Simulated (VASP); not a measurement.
# Ge in VASP: further runs

Aim: see how the results for Ge move with the level of theory and the settings. Levels: LDA, PBEsol. Tasks: single point.

Everything below comes from runs of VASP 6.6.1. Logs are shortened: lines on timing, memory, paths and dates and some standing lists are left out, and cuts for length are marked.

**1. The cell of the first run**

Symmetry: Imma, No. 74, orthorhombic system. Conventional cell: a = 5.057 Å, b = 5.371 Å, c = 2.912 Å, α = 90.00°, β = 90.00°, γ = 90.00°. Within 3.6 Å of Ge (site symmetry mm2) lie 8 Ge at 2.71 to 3.12 Å.

**2. Single point, LDA (volume scaled by 1.04)**

INCAR reads:

```
SYSTEM = Ge
ALGO = Normal
EDIFF = 1E-7
ENCUT = 520
ISIF = 2
ISMEAR = -1
LASPH = .TRUE.
LCHARG = .FALSE.
LREAL = .FALSE.
LWAVE = .FALSE.
NBANDS = 21
NELM = 60
PREC = Accurate
SIGMA = 0.05
```

KPOINTS reads:

```
k-points
0
G
  11 11 11
  0 0 0
```

POSCAR reads:

```
Ge
1.0
   -2.5287425297      2.6857467767      1.4558563658
    2.5287425297     -2.6857467767      1.4558563658
    2.5287425297      2.6857467767     -1.4558563658
Ge
2
Direct
    0.3140570000      0.0640570000      0.2500000000
    0.6859430000      0.9359430000      0.7500000000
```

Potentials or basis: VASP PAW LDA potentials, release 64 (Ge_d).

On the command line:

```bash
> cat potpaw_LDA.64/Ge_d/POTCAR > POTCAR
> mpirun -np 1 vasp_std > vasp.out
```

OUTCAR:

```text
SYSTEM = Ge
   EDIFF = 1E-7
   ENCUT = 520
   ISIF = 2
   ISMEAR = -1
   LASPH = .TRUE.
   LREAL = .FALSE.
   NELM = 60
   PREC = Accurate

 ion  position               nearest neighbor table
   1  0.314  0.064  0.250-   2 2.71   2 2.71   2 2.75   2 2.75
   2  0.686  0.936  0.750-   1 2.71   1 2.71   1 2.75   1 2.75

  LATTYP: Found a body centered orthorhombic cell.
 ALAT       =     2.9117127316
 B/A-ratio  =     1.7369450648
 C/A-ratio  =     1.8447882908

  Lattice vectors:

 A1 = (   2.5287425297,  -2.6857467767,   1.4558563658)
 A2 = (  -2.5287425297,  -2.6857467767,  -1.4558563658)
 A3 = (   2.5287425297,   2.6857467767,  -1.4558563658)

Analysis of symmetry for initial positions (statically):
=====================================================================
 Subroutine PRICEL returns:
 Original cell was already a primitive cell.

 Routine SETGRP: Setting up the symmetry group for a
 body centered orthorhombic supercell.

 Subroutine GETGRP returns: Found  8 space group operations
 (whereof  4 operations were pure point group operations)
 out of a pool of  8 trial point group operations.

The static configuration has the point symmetry C_2h.
 The point group associated with its full space group is D_2h.

Analysis of symmetry for dynamics (positions and initial velocities):
=====================================================================
 Subroutine PRICEL returns:
 Original cell was already a primitive cell.

 Routine SETGRP: Setting up the symmetry group for a
 body centered orthorhombic supercell.

 Subroutine GETGRP returns: Found  8 space group operations
 (whereof  4 operations were pure point group operations)
 out of a pool of  8 trial point group operations.

The dynamic configuration has the point symmetry C_2h.
 The point group associated with its full space group is D_2h.

 Subroutine INISYM returns: Found  8 space group operations
 (whereof  4 operations are pure point group operations),
 and found     1 'primitive' translations

----------------------------------------------------------------------------------------

                                     Primitive cell

  volume of cell :      39.5502

  direct lattice vectors                    reciprocal lattice vectors
    -2.528742530  2.685746777  1.455856366     0.000000000  0.186167961  0.343440474
     2.528742530 -2.685746777  1.455856366     0.197726733  0.000000000  0.343440474
     2.528742530  2.685746777 -1.455856366     0.197726733  0.186167961  0.000000000

  length of vectors
     3.965765032  3.965765032  3.965765032     0.390653131  0.396291837  0.271577559

  position of ions in fractional coordinates (direct lattice)
[... 79 lines left out ...]
   EDIFF  = 0.1E-06   stopping-criterion for ELM
   LREAL  =      F    real-space projection
   EDIFFG = 0.1E-05   stopping-criterion for IOM
   NSW    =      0    number of steps for IOM
   IBRION =     -1    ionic relax: 0-MD 1-quasi-New 2-CG
   NFREE  =      0    steps in history (QN), initial steepest desc. (CG)
   ISIF   =      2    stress and relaxation
   ISYM   =      2    0-nonsym 1-usesym 2-fastsym
   POTIM  = 0.5000    time-step for ionic-motion
   TEBEG  =    0.0;   TEEND  =   0.0 temperature during run
   PSTRESS=    0.0 pullay stress
   NELECT =      28.0000    total number of electrons
   NUPDOWN=      -1.0000    fix difference up-down
   EMIN   =  10.00;   EMAX   =-10.00  energy-range for DOS
   EFERMI =   0.00;   METHOD = LEGACY
   ISMEAR =    -1;   SIGMA  =   0.05  broadening in eV -4-tet -1-fermi 0-gaus
   EFERMI_NEDOS =   21; number of points for ismear=-14 and -15
   IALGO  =     38    algorithm
   IMIX   =      4    mixing-type and parameters
     AMIX     =   0.40;   BMIX     =  1.00
     AMIX_MAG =   1.60;   BMIX_MAG =  1.00
  volume/ion in A,a.u.               =      19.78       133.45
  Fermi-wavevector in a.u.,A,eV,Ry     =   1.459077  2.757255 28.965507  2.128905
  Thomas-Fermi vector in A             =   2.575686
   LORBIT       =      0    0 simple, 1 ext, 2 COOP (PROOUT), +10 PAW based schemes
   GGA     = CA    functional components
   LHFCALC =     F    Hartree Fock is set to
   AEXX    =    0.0000 exact exchange contribution
   IVDW    =     0    specifies the selected vdW correction
   LEPSILON=     F    determine dielectric tensor
   LRPA    =     F    only Hartree local field effects (RPA)
 non-spin polarized calculation
  energy-cutoff  :      520.00
  volume of cell :       39.55
 maximum number of plane-waves:      1086
 NGX is ok and might be reduce to    30
   NGX = 15   NGY = 15   NGZ = 15

 number of electron      28.0000026 magnetization

 Free energy of the ion-electron system (eV)
  ---------------------------------------------------
  ext. energy  EPLUGINS =         0.00000000
  ---------------------------------------------------
  free energy    TOTEN  =        -9.93555688 eV

  energy without entropy =       -9.92834252  energy(sigma->0) =       -9.93194970

 E-fermi :   5.8332     XC(G=0): -11.2778

 val. band max:        5.8322368782   @ k =  -0.3636  -0.4545   0.3636
 cond. band min:       5.8433995829   @ k =   0.2727   0.3636   0.0000
 fundamental gap:      0.0111627046
 Fermi energy:         5.8331963631

 k-point     1 :       0.0000    0.0000    0.0000
  band No.  band energies     occupation
      1     -18.9623      2.00000
      2     -18.8937      2.00000
      3     -18.8928      2.00000
      4     -18.8866      2.00000
      5     -18.8602      2.00000
      6     -18.8273      2.00000
[... 565 lines left out ...]
     20      16.5265      0.00000
     21      16.7348      0.00000

 [... further k-points ...]

------------------------ aborting loop because EDIFF is reached ----------------------------------------

  FORCE on cell =-STRESS in cart. coord.  units (eV):
  Direction    XX          YY          ZZ          XY          YZ          ZX
  --------------------------------------------------------------------------------------
  -------------------------------------------------------------------------------------
  Total       -1.3571344     -1.7687632     -1.6617867      0.0000000     -0.0000000      0.0000000
  in kB      -54.9775310    -71.6526187    -67.3190020      0.0000000     -0.0000000      0.0000000
  external PRESSURE =     -64.6497173 kB  Pullay stress =       0.0000000 kB

 VOLUME and BASIS-vectors are now :
 -----------------------------------------------------------------------------
  energy-cutoff  :      520.00
  volume of cell :       39.55
      direct lattice vectors                 reciprocal lattice vectors
    -2.528742530  2.685746777  1.455856366     0.000000000  0.186167961  0.343440474
     2.528742530 -2.685746777  1.455856366     0.197726733  0.000000000  0.343440474
     2.528742530  2.685746777 -1.455856366     0.197726733  0.186167961  0.000000000

 POSITION                                       TOTAL-FORCE (eV/Angst)
 -----------------------------------------------------------------------------------
      0.00000      1.34287      0.18652         0.000000     -0.000000      0.069426
      2.52874      1.34287      1.26934        -0.000000      0.000000     -0.069426
 -----------------------------------------------------------------------------------
    total drift:                               -0.000000     -0.000000      0.000000

  FREE ENERGIE OF THE ION-ELECTRON SYSTEM (eV)
  ---------------------------------------------------
  free  energy   TOTEN  =        -9.9355568835 eV

  energy  without entropy=       -9.9283425180  energy(sigma->0) =       -9.93194970
```

OSZICAR:

```text
N       E                     dE             d eps       ncg     rms          rms(c)
DAV:   1     0.177032204443E+03    0.17703E+03   -0.14429E+04 10264   0.367E+03
DAV:   2     0.145835532806E+02   -0.16245E+03   -0.15785E+03  9127   0.593E+02
DAV:   3    -0.925352754843E+01   -0.23837E+02   -0.23620E+02 10367   0.134E+02
DAV:   4    -0.995921925530E+01   -0.70569E+00   -0.70527E+00 10120   0.265E+01
DAV:   5    -0.996999326261E+01   -0.10774E-01   -0.10774E-01 10345   0.362E+00    0.193E+00
DAV:   6    -0.994577457441E+01    0.24219E-01   -0.22586E-02 12325   0.233E+00    0.106E+00
DAV:   7    -0.993588607692E+01    0.98885E-02   -0.13918E-02 12380   0.156E+00    0.108E-01
DAV:   8    -0.993555924564E+01    0.32683E-03   -0.19331E-03 11159   0.759E-01    0.382E-02
DAV:   9    -0.993555710960E+01    0.21360E-05   -0.46358E-05 10752   0.829E-02    0.102E-02
DAV:  10    -0.993555690557E+01    0.20403E-06   -0.37643E-06 12002   0.263E-02    0.257E-03
DAV:  11    -0.993555688353E+01    0.22042E-07   -0.13731E-07  7673   0.483E-03
   1 F= -.99355569E+01 E0= -.99319497E+01  d E =-.721437E-02
```

It took 2.5 min on 1 thread of Intel Xeon Platinum 8488C (Sapphire Rapids), shared host; peak memory 0.25 GiB.

What came out:

| Item | Value |
| --- | --- |
| Free energy | -9.9356 eV |
| Pressure | -6.5 GPa |
| Largest force | 0.069 eV/Å |
| Band gap on the k mesh | zero (band 14 reaches 7.73 eV, above the bottom of band 15 at 2.90 eV) |

Forces on the atoms (eV/Å):
```
Ge   0.000  0.000  0.069
Ge   0.000  0.000 -0.069
```

Caveat: the cell differs from its parent crystal (volume scaled by 1.04).

**3. Single point, PBEsol**

This run uses another cell than the first one, of 19.01 Å³/atom, 0.962 times its volume.

INCAR reads:

```
SYSTEM = Ge
ALGO = Normal
EDIFF = 1E-6
ENCUT = 500
GGA = PS
GGA_COMPAT = .False.
ISIF = 2
ISMEAR = -1
LASPH = .True.
LCHARG = .False.
LREAL = .False.
LWAVE = .False.
NBANDS = 21
NELM = 120
PREC = Accurate
SIGMA = 0.05
```

KPOINTS reads:

```
k-points
0
Gamma
  9 9 9
  0 0 0
```

POSCAR reads:

```
Ge
1.0
   -2.4958980000      2.6508630000      1.4369470000
    2.4958980000     -2.6508630000      1.4369470000
    2.4958980000      2.6508630000     -1.4369470000
Ge
2
Direct
    0.3140570000      0.0640570000      0.2500000000
    0.6859430000      0.9359430000      0.7500000000
```

Potentials or basis: VASP PAW PBE potentials, release 64 (Ge_d).

On the command line:

```bash
> cat potpaw_PBE.64/Ge_d/POTCAR > POTCAR
> mpirun -np 1 vasp_std > vasp.out
```

Run time: 44 s. Hardware: 1 thread of Intel Xeon 6975P-C (Granite Rapids), shared host; peak memory 0.2 GiB.

It converged, with:

| Quantity | Value |
| --- | --- |
| Free energy | -9.5028 eV |
| Pressure | -2.6 GPa |
| Largest force | 0.041 eV/Å |
| Band gap on the k mesh | zero (band 14 reaches 8.29 eV, above the bottom of band 15 at 2.94 eV) |

Forces in eV/Å, atoms in the order of the input:
```
Ge   0.000  0.000  0.041
Ge   0.000  0.000 -0.041
```

Stress tensor (GPa, compression positive):
```
-2.43  0.00  0.00
 0.00 -2.89  0.00
 0.00  0.00 -2.41
```

Levels at points of the mesh, in eV from the Fermi level:
```
           k point  band 10  band 11  band 12  band 13  band 14  band 15  band 16  band 17  band 18  band 19
(0.00, 0.00, 0.00)   -24.37   -13.12    -3.83    -2.36    -1.91     3.42     6.93     7.16     7.88     8.21
```

Caveat: the PAW data sets were made with another functional, which shifts forces and pressure a little.

**4. Single point, PBEsol**

This run uses another cell than the first one, of 19.01 Å³/atom, 0.961 times its volume.

INCAR reads:

```
SYSTEM = Ge
ALGO     = Normal         ! electronic algorithm
EDIFF    = 1E-6           ! SCF threshold, eV
ENCUT    = 500            ! plane-wave cutoff, eV
GGA      = PS             ! functional
GGA_COMPAT= .FALSE.      
ISIF     = 2              ! what is computed and relaxed
ISMEAR   = -1             ! smearing method
LASPH    = .TRUE.         ! aspherical terms in the spheres
LCHARG   = .TRUE.         ! write CHGCAR
LELF     = .TRUE.         ! ELF
LREAL    = .FALSE.        ! projectors in reciprocal space
LVHAR    = .TRUE.       
LWAVE    = .FALSE.        ! write WAVECAR
NBANDS   = 21             ! bands
NELM     = 120            ! most SCF steps
PREC     = Accurate       ! precision mode
SIGMA    = 0.05           ! smearing width, eV
```

KPOINTS reads:

```
k-points
0
G
  9 9 9
  0 0 0
```

POSCAR reads:

```
Ge
1.0
   -2.5489152600      2.7007809600      1.4369470000
    2.5489152600     -2.7007809600      1.4369470000
    2.4428807400      2.6009450400     -1.4369470000
Ge
2
Direct
    0.3140570000      0.0640570000      0.2500000000
    0.6859430000      0.9359430000      0.7500000000
```

On the command line:

```bash
> cat potpaw_PBE.64/Ge_d/POTCAR > POTCAR
> mpirun -np 1 vasp_std > vasp.out
```

Wall time 57 s (1 thread of Intel Xeon 6975P-C (Granite Rapids), shared host); peak memory 0.25 GiB.

It converged, with:

```
Free energy            : -9.4961 eV
Pressure               : -2.5 GPa
Largest force          : 0.035 eV/Å
Band gap on the k mesh : zero (band 14 reaches 8.46 eV, above the bottom of band 15 at 2.94 eV)
```

Forces in eV/Å, atoms in the order of the input:
```
Ge   0.000  0.000  0.035
Ge   0.000  0.000 -0.035
```

Stress tensor (GPa, compression positive):
```
-2.31  1.64  0.00
 1.64 -3.18  0.00
 0.00  0.00 -2.04
```

Levels at points of the mesh, in eV from the Fermi level:
| k point | band 12 | band 13 | band 14 | band 15 | band 16 | band 17 |
| --- | --- | --- | --- | --- | --- | --- |
| (0.00, 0.00, 0.00) | -3.86 | -2.54 | -1.70 | 3.46 | 6.94 | 7.17 |

Caveat: the PAW data sets were made with another functional, which shifts forces and pressure a little.

**5. The runs side by side**

```csv
level,potentials or basis,cell,k mesh,cutoff (eV),gap on the mesh (eV),pressure (GPa),largest force (eV/Å)
LDA,"VASP PAW LDA potentials, release 64 (Ge_d)","a = 3.966 Å, angles 100.8, 94.7, 136.9°, 2 atoms",11 × 11 × 11,520,none,-6.5,0.07
PBEsol,"VASP PAW PBE potentials, release 64 (Ge_d)","a = 3.914 Å, angles 100.8, 94.7, 136.9°, 2 atoms",9 × 9 × 9,500,none,-2.6,0.04
PBEsol,"VASP PAW PBE potentials, release 64 (Ge_d)","a = 3.982, b = 3.982, c = 3.847 Å, angles 100.8, 94.7, 137.7°, 2 atoms",9 × 9 × 9,500,none,-2.5,0.04
```

Alike in all rows: task single point; no spin polarisation; smearing fermi-dirac 0.05 eV.

Caveats: the PAW data sets were made with another functional, which shifts forces and pressure a little (some runs).

Total energies depend on the potentials used, so only differences within one code and one set of settings carry meaning.
